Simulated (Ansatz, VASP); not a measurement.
**One calculation of YbH3, two programs**

```
Yb H
1.0
     0.00000    2.49064    2.49064
     2.49064    0.00000    2.49064
     2.49064    2.49064    0.00000
Yb H
1 3
Direct
  0.00000 0.00000 0.00000
  0.75000 0.75000 0.75000
  0.25000 0.25000 0.25000
  0.50000 0.50000 0.50000
```

Alike in both runs: functional revPBE; dispersion D3(BJ); k mesh 10 × 10 × 10; occupations methfessel-paxton of order 1, width 0.01 eV; no spin polarisation.

Ansatz relaxed the structure, and its values are those at the end. VASP's run is a single point on that final structure, the one shown.

|  | VASP | Ansatz |
| --- | --- | --- |
| version | VASP 6.6.1 | Ansatz 0.2.0 |
| potentials or method | VASP PAW PBE potentials, release 64 (Yb, H), cutoff 600 eV | plane waves, PAW |
| valence electrons in the cell | 27 | 27 |

Ansatz gave:

```
gap on the k mesh at the Fermi level (eV) : none
pressure (GPa)                            : 0.0
```

Q: Estimate VASP's values.

A: gap on the k mesh at the Fermi level (eV): none; pressure (GPa): -0.2.

VASP's potentials were made for PBE, not for revPBE. A gap of «none» marks a metal or a gap that the smearing closes.

Neither program's run includes spin-orbit coupling.
